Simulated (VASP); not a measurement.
# Cr (Fmmm) in VASP: single point with PBE

Aim: the single point of Cr with PBE.

Program: VASP 6.6.1. These are calculated values, not measurements. Logs are shortened: lines on timing, memory, paths and dates and some standing lists are left out, and cuts for length are marked.

**1. The cell of the first run**

It takes space group Fmmm (No. 69, orthorhombic). Conventional cell: a = 2.770 Å, b = 3.985 Å, c = 8.734 Å, α = 90.00°, β = 90.00°, γ = 90.00°. Cr (site symmetry mm2) has 11 Cr at 2.29 to 2.87 Å within 3.0 Å.

**2. Single point, PBE**

INCAR

```
PREC = Accurate
ENCUT = 520
EDIFF = 1E-7
ISMEAR = 0
SIGMA = 0.1
LREAL = F
LASPH = T
NELM = 100
ALGO = Fast
ISIF = 2
LWAVE = F
LCHARG = F
GGA = PE
NBANDS = 19
```

KPOINTS

```
regular mesh
0
Gamma
  24 24 24
```

POSCAR

```
Cr
1.0
    0.0000000000      1.9923328925      4.3667857488
    1.3852080036      0.0000000000      4.3667857488
    1.3852080036      1.9923328925      0.0000000000
Cr
2
Direct
    0.1313412929      0.1313412929      0.8686587071
    0.8686587071      0.8686587071      0.1313412929
```

Potentials or basis: VASP PAW PBE potentials, release 64 (Cr_pv).

Launch:

```
$ cat potpaw_PBE.64/Cr_pv/POTCAR > POTCAR
$ mpirun -np 1 vasp_std > vasp.out
```

OUTCAR:

```text
PREC = Accurate
   ENCUT = 520
   EDIFF = 1E-7
   ISMEAR = 0
   LREAL = F
   LASPH = T
   NELM = 100
   ISIF = 2
   GGA = PE

 ion  position               nearest neighbor table
   1  0.131  0.131  0.869-   2 2.29   2 2.49   2 2.49   2 2.87   2 2.87
   2  0.869  0.869  0.131-   1 2.29   1 2.49   1 2.49   1 2.87   1 2.87

  LATTYP: Found a face centered orthorhombic cell.
 ALAT       =     2.7704160072
 B/A-ratio  =     1.4382914965
 C/A-ratio  =     3.1524404548

  Lattice vectors:

 A1 = (   0.0000000000,   1.9923328925,   4.3667857488)
 A2 = (   1.3852080036,   0.0000000000,   4.3667857488)
 A3 = (   1.3852080036,   1.9923328925,   0.0000000000)

Analysis of symmetry for initial positions (statically):
=====================================================================
 Subroutine PRICEL returns:
 Original cell was already a primitive cell.

 Routine SETGRP: Setting up the symmetry group for a
 face centered orthorhombic supercell.

 Subroutine GETGRP returns: Found  8 space group operations
 (whereof  8 operations were pure point group operations)
 out of a pool of  8 trial point group operations.

The static configuration has the point symmetry D_2h.

Analysis of symmetry for dynamics (positions and initial velocities):
=====================================================================
 Subroutine PRICEL returns:
 Original cell was already a primitive cell.

 Routine SETGRP: Setting up the symmetry group for a
 face centered orthorhombic supercell.

 Subroutine GETGRP returns: Found  8 space group operations
 (whereof  8 operations were pure point group operations)
 out of a pool of  8 trial point group operations.

The dynamic configuration has the point symmetry D_2h.

 Subroutine INISYM returns: Found  8 space group operations
 (whereof  8 operations are pure point group operations),
 and found     1 'primitive' translations

----------------------------------------------------------------------------------------

                                     Primitive cell

  volume of cell :      24.1029

  direct lattice vectors                    reciprocal lattice vectors
     0.000000000  1.992332892  4.366785749    -0.360956621  0.250962077  0.114500694
     1.385208004  0.000000000  4.366785749     0.360956621 -0.250962077  0.114500694
     1.385208004  1.992332892  0.000000000     0.360956621  0.250962077 -0.114500694

  length of vectors
     4.799813343  4.581224617  2.426559616     0.454292918  0.454292918  0.454292918

  position of ions in fractional coordinates (direct lattice)
     0.131341293  0.131341293  0.868658707
     0.868658707  0.868658707  0.131341293

  ion indices of the primitive-cell ions
   primitive index   ion index
                 1           1
                 2           2

----------------------------------------------------------------------------------------

 KPOINTS: regular mesh

Automatic generation of k-mesh.
 Grid dimensions read from file:
 generate k-points for:   24   24   24

 Generating k-lattice:

  Cartesian coordinates                     Fractional coordinates (reciprocal lattice)
    -0.015039859  0.010456753  0.004770862     0.041666667  0.000000000 -0.000000000
     0.015039859 -0.010456753  0.004770862     0.000000000  0.041666667  0.000000000
     0.015039859  0.010456753 -0.004770862    -0.000000000  0.000000000  0.041666667

  Length of vectors
     0.018928872  0.018928872  0.018928872

  Shift w.r.t. Gamma in fractional coordinates (k-lattice)
     0.000000000  0.000000000  0.000000000

 Subroutine IBZKPT returns following result:
 ===========================================

 Found   1963 irreducible k-points:

 Following reciprocal coordinates:
            Coordinates               Weight
  0.000000  0.000000  0.000000      1.000000
  0.041667  0.000000  0.000000      8.000000
  0.083333  0.000000  0.000000      8.000000
  0.125000 -0.000000  0.000000      8.000000
  0.166667 -0.000000  0.000000      8.000000
  0.208333  0.000000  0.000000      8.000000
[... 16 lines left out ...]
  0.416667  0.041667  0.000000      8.000000
  0.458333  0.041667  0.000000      8.000000
 [... further k-points ...]
   k-points           NKPTS =   1963   k-points in BZ     NKDIM =   1963   number of bands    NBANDS=     19
   number of dos      NEDOS =    301   number of ions     NIONS =      2
   total plane-waves  NPLWV =  23328
   dimension x,y,z NGX =    36 NGY =   36 NGZ =   18
   dimension x,y,z NGXF=    72 NGYF=   72 NGZF=   36
   ions per type =               2
   NGX,Y,Z   is equivalent  to a cutoff of  12.47, 13.06, 12.33 a.u.
   NGXF,Y,Z  is equivalent  to a cutoff of  24.94, 26.13, 24.66 a.u.
 SYSTEM =  unknown system
   PREC   = accura    normal or accurate (medium, high low for compatibility)
   ISTART =      0    job   : 0-new  1-cont  2-samecut
   ICHARG =      2    charge: 1-file 2-atom 10-const
   ISPIN  =      1    spin polarized calculation?
   LNONCOLLINEAR =      F non collinear calculations
   LSORBIT =      F    spin-orbit coupling
   LASPH  =      T    aspherical Exc in radial PAW
   ENCUT  =  520.0 eV  38.22 Ry    6.18 a.u.   8.92  8.52  4.51*2*pi/ulx,y,z
   NELM   =    100;   NELMIN=  2; NELMDL= -5     # of ELM steps
   EDIFF  = 0.1E-06   stopping-criterion for ELM
   LREAL  =      F    real-space projection
   EDIFFG = 0.1E-05   stopping-criterion for IOM
   NSW    =      0    number of steps for IOM
   IBRION =     -1    ionic relax: 0-MD 1-quasi-New 2-CG
   NFREE  =      0    steps in history (QN), initial steepest desc. (CG)
   ISIF   =      2    stress and relaxation
   ISYM   =      2    0-nonsym 1-usesym 2-fastsym
   POTIM  = 0.5000    time-step for ionic-motion
   TEBEG  =    0.0;   TEEND  =   0.0 temperature during run
   PSTRESS=    0.0 pullay stress
   NELECT =      24.0000    total number of electrons
   NUPDOWN=      -1.0000    fix difference up-down
   EMIN   =  10.00;   EMAX   =-10.00  energy-range for DOS
   EFERMI =   0.00;   METHOD = LEGACY
   ISMEAR =     0;   SIGMA  =   0.10  broadening in eV -4-tet -1-fermi 0-gaus
   EFERMI_NEDOS =   21; number of points for ismear=-14 and -15
   IALGO  =     68    algorithm
   IMIX   =      4    mixing-type and parameters
     AMIX     =   0.40;   BMIX     =  1.00
     AMIX_MAG =   1.60;   BMIX_MAG =  1.00
  volume/ion in A,a.u.               =      12.05        81.33
  Fermi-wavevector in a.u.,A,eV,Ry     =   1.634766  3.089260 36.361033  2.672461
  Thomas-Fermi vector in A             =   2.726351
   LORBIT       =      0    0 simple, 1 ext, 2 COOP (PROOUT), +10 PAW based schemes
   GGA     = PE    functional components
   LHFCALC =     F    Hartree Fock is set to
   AEXX    =    0.0000 exact exchange contribution
   IVDW    =     0    specifies the selected vdW correction
   LEPSILON=     F    determine dielectric tensor
   LRPA    =     F    only Hartree local field effects (RPA)
 non-spin polarized calculation
 RMM-DIIS sequential band-by-band and
 Gauss-broadening in eV      SIGMA  =   0.10
  energy-cutoff  :      520.00
  volume of cell :       24.10
 maximum number of plane-waves:       675
   NGX = 17   NGY = 17   NGZ =  9

 number of electron      24.0000000 magnetization

 Free energy of the ion-electron system (eV)
  ---------------------------------------------------
  ext. energy  EPLUGINS =         0.00000000
  ---------------------------------------------------
  free energy    TOTEN  =       -18.08169334 eV

  energy without entropy =      -18.07244026  energy(sigma->0) =      -18.07706680

 E-fermi :  10.4199     XC(G=0): -13.3646

 val. band max:       10.4193263477   @ k =  -0.2917   0.2917   0.1250
 cond. band min:      10.4203766455   @ k =   0.3333  -0.1667   0.2500
 fundamental gap:      0.0010502979
 Fermi energy:        10.4198701677

 k-point     1 :       0.0000    0.0000    0.0000
  band No.  band energies     occupation
      1     -33.1195      2.00000
      2     -32.2944      2.00000
      3     -32.2344      2.00000
      4     -32.1292      2.00000
      5     -32.0819      2.00000
      6     -32.0757      2.00000
[... 11 lines left out ...]
     18      12.4221      0.00000
     19      18.7592      0.00000

 k-point     2 :       0.0417    0.0000    0.0000
  band No.  band energies     occupation
      1     -33.1150      2.00000
      2     -32.3026      2.00000
      3     -32.2415      2.00000
      4     -32.1366      2.00000
      5     -32.0858      2.00000
      6     -32.0791      2.00000
[... 11 lines left out ...]
     18      12.4075      0.00000
     19      18.7785      0.00000

 k-point     3 :       0.0833    0.0000    0.0000
  band No.  band energies     occupation
      1     -33.1017      2.00000
      2     -32.3285      2.00000
      3     -32.2668      2.00000
      4     -32.1536      2.00000
      5     -32.1027      2.00000
      6     -32.0821      2.00000
[... 11 lines left out ...]
     18      12.6425      0.00000
     19      18.8358      0.00000

 k-point     4 :       0.1250   -0.0000    0.0000
  band No.  band energies     occupation
      1     -33.0806      2.00000
      2     -32.3756      2.00000
      3     -32.3161      2.00000
      4     -32.1706      2.00000
      5     -32.1258      2.00000
      6     -32.0854      2.00000
[... 11 lines left out ...]
     18      13.2926      0.00000
     19      18.9423      0.00000

 k-point     5 :       0.1667   -0.0000    0.0000
  band No.  band energies     occupation
      1     -33.0533      2.00000
      2     -32.4455      2.00000
      3     -32.3863      2.00000
      4     -32.1851      2.00000
      5     -32.1472      2.00000
      6     -32.0900      2.00000
[... 11 lines left out ...]
     18      13.9309      0.00000
     19      19.1063      0.00000
[... 334 lines left out ...]
      2     -32.7477      2.00000
      3     -32.6187      2.00000
      4     -32.2429      2.00000
      5     -32.1717      2.00000
      6     -32.1337      2.00000
[... 11 lines left out ...]
     18      14.9382      0.00000
     19      20.4757      0.00000

 k-point    22 :       0.3750    0.0417    0.0000
  band No.  band energies     occupation
      1     -32.9358      2.00000
      2     -32.8429      2.00000
      3     -32.6746      2.00000
      4     -32.2598      2.00000
      5     -32.1748      2.00000
      6     -32.1423      2.00000
[... 11 lines left out ...]
     18      15.1318      0.00000
     19      20.2472      0.00000

 k-point    23 :       0.4167    0.0417    0.0000
  band No.  band energies     occupation
      1     -32.9496      2.00000
      2     -32.9246      2.00000
      3     -32.7012      2.00000
      4     -32.2740      2.00000
      5     -32.1769      2.00000
      6     -32.1496      2.00000
[... 11 lines left out ...]
     18      15.2275      0.00000
     19      19.4199      0.00000

 k-point    24 :       0.4583    0.0417    0.0000
  band No.  band energies     occupation
      1     -32.9876      2.00000
      2     -32.9752      2.00000
      3     -32.7069      2.00000
      4     -32.2841      2.00000
      5     -32.1791      2.00000
      6     -32.1538      2.00000
[... 11 lines left out ...]
     18      15.1915      0.00000
     19      18.5370      0.00000

 [... further k-points ...]
[... 5 lines left out ...]
  --------------------------------------------------------------------------------------
  -------------------------------------------------------------------------------------
  Total       -0.0540438     -0.0662155     -0.0335137      0.0000000      0.0000000      0.0000000
  in kB       -3.5924227     -4.4015057     -2.2277368      0.0000000      0.0000000      0.0000000
  external PRESSURE =      -3.4072217 kB  Pullay stress =       0.0000000 kB

 VOLUME and BASIS-vectors are now :
 -----------------------------------------------------------------------------
  energy-cutoff  :      520.00
  volume of cell :       24.10
      direct lattice vectors                 reciprocal lattice vectors
     0.000000000  1.992332892  4.366785749    -0.360956621  0.250962077  0.114500694
     1.385208004  0.000000000  4.366785749     0.360956621 -0.250962077  0.114500694
     1.385208004  1.992332892  0.000000000     0.360956621  0.250962077 -0.114500694

 POSITION                                       TOTAL-FORCE (eV/Angst)
 -----------------------------------------------------------------------------------
      1.38521      1.99233      1.14708         0.000000      0.000000      0.015093
      1.38521      1.99233      7.58649         0.000000      0.000000     -0.015093
 -----------------------------------------------------------------------------------
    total drift:                               -0.000000      0.000000      0.000000

  FREE ENERGIE OF THE ION-ELECTRON SYSTEM (eV)
  ---------------------------------------------------
  free  energy   TOTEN  =       -18.0816933356 eV

  energy  without entropy=      -18.0724402599  energy(sigma->0) =      -18.07706680
```

Wall time 10 min (1 thread of Intel Xeon 6975P-C (Granite Rapids), shared host); peak memory 0.78 GiB.

Results:

```
Free energy            : -18.0817 eV
Pressure               : -0.3 GPa
Largest force          : 0.015 eV/Å
Band gap on the k mesh : zero (band 12 reaches 11.19 eV, above the bottom of band 13 at 9.89 eV)
```

Forces in eV/Å, atoms in the order of the input:
```
Cr   0.000  0.000  0.015
Cr   0.000  0.000 -0.015
```

Stress tensor (GPa, compression positive):
```
-0.36  0.00  0.00
 0.00 -0.44  0.00
 0.00  0.00 -0.22
```

Levels at points of the mesh, in eV from the Fermi level:
| k point | band 9 | band 10 | band 11 | band 12 | band 13 | band 14 | band 15 | band 16 |
| --- | --- | --- | --- | --- | --- | --- | --- | --- |
| (0.00, 0.00, 0.00) | -2.08 | -1.75 | -1.47 | 0.03 | 0.80 | 0.84 | 1.11 | 1.15 |
| (0.50, 0.00, 0.00) | -2.60 | -2.40 | -0.40 | 0.12 | 0.71 | 1.73 | 2.03 | 2.13 |
| (0.50, 0.50, 0.00) | -2.63 | -2.10 | -1.08 | -0.49 | -0.16 | 0.94 | 1.01 | 1.09 |
| (0.50, 0.00, 0.50) | -3.32 | -0.82 | -0.44 | 0.20 | 1.09 | 1.52 | 2.91 | 2.98 |
| (0.00, 0.50, 0.50) | -2.78 | -2.50 | -1.71 | -0.28 | 1.75 | 2.07 | 2.82 | 3.07 |

Caveat: the run has no spin polarisation, though such a crystal can be magnetic. Spin polarisation is off, so any magnetic state and its effect on volume and gap are missing.
